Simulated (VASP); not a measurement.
Here is a VASP 6.6.1 calculation.

INCAR

```
SYSTEM = MgTl
  PREC = Accurate
  ENCUT = 520
  EDIFF = 1E-6
  ISMEAR = 0
  SIGMA = 0.1
  LREAL = .False.
  LASPH = .True.
  NELM = 60
  ALGO = Fast
  ISIF = 2
  LWAVE = .False.
  LCHARG = .True.
  GGA = PS
  LELF = .True.
  LVHAR = .True.
  NBANDS = 14
```

KPOINTS

```
Automatic mesh
0
Gamma
  12 12 12
  0 0 0
```

File POSCAR:

```
MgTl
1.0
    3.4720028770      0.0000000000      0.0000000000
    0.0000000000      3.4720028770      0.0000000000
    0.0000000000      0.0000000000      3.4720028770
Mg Tl
1 1
Direct
    0.0000000000      0.0000000000      0.0000000000
    0.5000000000      0.5000000000      0.5000000000
```

Potentials or basis: VASP PAW PBE potentials, release 64 (Mg, Tl_d).

Run with:

```console
$ cat potpaw_PBE.64/Mg/POTCAR potpaw_PBE.64/Tl_d/POTCAR > POTCAR
$ mpirun -np 1 vasp_std > vasp.out
```

(1) Predict the pressure.

Answers

(1) 6.6 GPa.

Caveat: the PAW data sets were made with another functional, which shifts forces and pressure a little.
